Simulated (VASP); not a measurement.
Here is a VASP 6.6.1 calculation.

The input INCAR:

```
PREC     = Accurate       # precision mode
ENCUT    = 520            # plane-wave cutoff, eV
EDIFF    = 1E-7           # SCF threshold, eV
ISMEAR   = 0              # smearing method
SIGMA    = 0.02           # smearing width, eV
LREAL    = Auto         
LASPH    = T              # aspherical terms in the spheres
NELM     = 100            # most SCF steps
ALGO     = Normal         # electronic algorithm
ISIF     = 2              # what is computed and relaxed
LWAVE    = F              # write WAVECAR
LCHARG   = F              # write CHGCAR
GGA      = PE             # functional
NBANDS   = 76             # bands
NELECT   = 114.0
```

Contents of KPOINTS:

```
Automatic mesh
0
Gamma
  2 2 2
```

Contents of POSCAR:

```
B14HN14
1.0
    6.2804528854     -2.1756126984      0.0000000000
   -5.0243623083     -4.3512253968      0.0000000000
    0.0000000000      0.0000000000     -8.3431560662
B N H
14 14 1
Direct
    0.1492146066      0.6296393676      0.7106294013
    0.4360879078      0.4852177071      0.7052162219
    1.0098370077      0.2025902366      0.7698959421
    0.7264432153      0.3466092373      0.7059997384
    0.2962860130      0.0623988332      0.7097900307
    0.8649871517      0.7755615168      0.7061030566
    0.5820119638      0.9153833731      0.7106186140
    0.2800756623      0.6559930990      0.2534827328
    0.5657064939      0.5133401662      0.2535154542
    0.1367179635      0.2275139925      0.2537343163
    0.8516386197      0.3701268166      0.2552928392
    0.4227939163      0.0847674283      0.2535553672
   -0.0055253762      0.7991792568      0.2533928388
    0.7090773346      0.9423750720      0.2553211259
    0.0420065899      0.6085648727      0.2531936336
    0.3277336375      0.4657167468      0.2532442140
    0.8988409848      0.1799504894      0.2580370046
    0.6134304632      0.3228529360      0.2531460497
    0.1848333491      0.0371112052      0.2530798877
    0.7562829133      0.7514591850      0.2531691824
    0.4705420526      0.8942749181      0.2533561620
    0.3890026536      0.6776169052      0.7091507042
    0.6759034893      0.5358363618      0.6957457051
    0.2503687545      0.2505695428      0.7134807203
    0.9610468526      0.3955231244      0.7156587930
    0.5340073176      0.1071385314      0.7091595738
    0.1044643015      0.8226216324      0.7092795524
    0.8160921913      0.9612904605      0.7156308659
    0.0127425483      0.2031575176     -0.0784006669
```

Potentials or basis: VASP PAW PBE potentials, release 64 (B, N, H).

Launch:

```sh
$ cat potpaw_PBE.64/B/POTCAR potpaw_PBE.64/N/POTCAR potpaw_PBE.64/H/POTCAR > POTCAR
$ mpirun -np 1 vasp_std > vasp.out
```

Problem. Estimate the largest force.

Solution. 0.009 eV/Å.

Forces on the atoms (eV/Å):
```
B    0.006  0.000  0.001
B   -0.003  0.000  0.004
B    0.002 -0.001  0.004
B    0.004  0.003  0.003
B    0.001  0.002  0.001
B    0.003 -0.003  0.004
B   -0.003 -0.001  0.001
B   -0.002  0.000 -0.001
B   -0.001  0.000  0.002
B   -0.001  0.001  0.001
B   -0.001  0.000  0.000
B   -0.002  0.001  0.000
B    0.000  0.000  0.000
B   -0.002  0.002  0.000
N   -0.001  0.001  0.000
N   -0.002  0.000  0.000
N    0.000  0.000  0.001
N   -0.002  0.001  0.000
N   -0.001  0.001  0.000
N   -0.002  0.001  0.000
N   -0.001  0.001  0.000
N    0.001 -0.001 -0.001
N    0.001 -0.001 -0.001
N    0.002 -0.002 -0.001
N    0.001  0.000 -0.003
N    0.001  0.000  0.000
N    0.001 -0.001 -0.001
N    0.001  0.000 -0.003
H    0.002 -0.001 -0.009
```

Caveat: the k points lie up to 0.55 Å⁻¹ apart; the cell carries a net charge on a neutralising background, which shifts energy and pressure.
